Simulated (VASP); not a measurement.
Here is a VASP 6.6.1 calculation.

File INCAR:

```
ALGO = Normal ; EDIFF = 1E-6
ENCUT = 520 ; GGA = RP
ISIF = 2 ; ISMEAR = 0
LASPH = True ; LCHARG = True
LELF = True ; LREAL = False
LVHAR = True ; LWAVE = False
NBANDS = 11 ; NELM = 60
PREC = Accurate ; SIGMA = 0.01
```

The input KPOINTS:

```
k-points
0
Gamma
  8 8 8
```

The input POSCAR:

```
AlN
1.0
    0.0000000000      2.0477479319      2.0477479319
    2.0477479319      0.0000000000      2.0477479319
    2.0477479319      2.0477479319      0.0000000000
Al N
1 1
Direct
    0.0000000000      0.0000000000      0.0000000000
    0.5000000000      0.5000000000      0.5000000000
```

Potentials or basis: VASP PAW PBE potentials, release 64 (Al, N).

Run with:

```sh
$ cat potpaw_PBE.64/Al/POTCAR potpaw_PBE.64/N/POTCAR > POTCAR
$ mpirun -np 1 vasp_std > vasp.out
```

Problem. Predict the pressure.

Solution. -0.7 GPa.

Problem. Estimate the band gap on the k mesh.

Solution. 4.35 eV, indirect (least direct gap 5.15 eV).

Caveat: the PAW data sets were made with another functional, which shifts forces and pressure a little. A k mesh can miss the band edges.
